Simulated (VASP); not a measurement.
Crystal: SrO.

```
Sr O
1.0
     0.00000    2.60007    2.60007
     2.60007    0.00000    2.60007
     2.60007    2.60007    0.00000
Sr O
1 1
Direct
  0.50000 0.50000 0.50000
  0.00000 0.00000 0.00000
```

Program: VASP 6.6.1. Alike in all runs: task single point; no spin polarisation; cell as given; k mesh 9 × 9 × 9; cutoff (eV) 520; smearing fermi-dirac 0.05 eV.

Q: Order these runs on this cell by their pressure, lowest first.
A. level RPBE; potentials or basis VASP PAW PBE potentials, release 64 (Sr_sv, O)
B. level PBE; potentials or basis VASP PAW PBE potentials, release 64 (Sr_sv, O)
C. level LDA; potentials or basis VASP PAW LDA potentials, release 64 (Sr_sv, O)
D. level revPBE+D3(BJ); potentials or basis VASP PAW PBE potentials, release 64 (Sr_sv, O)
E. level PBEsol; potentials or basis VASP PAW PBE potentials, release 64 (Sr_sv, O)

A: C (-6.3 GPa), E (-3.3 GPa), D (-1.6 GPa), B (0.3 GPa), A (3.2 GPa).

Caveats: the PAW data sets were made with another functional, which shifts forces and pressure a little (some runs).
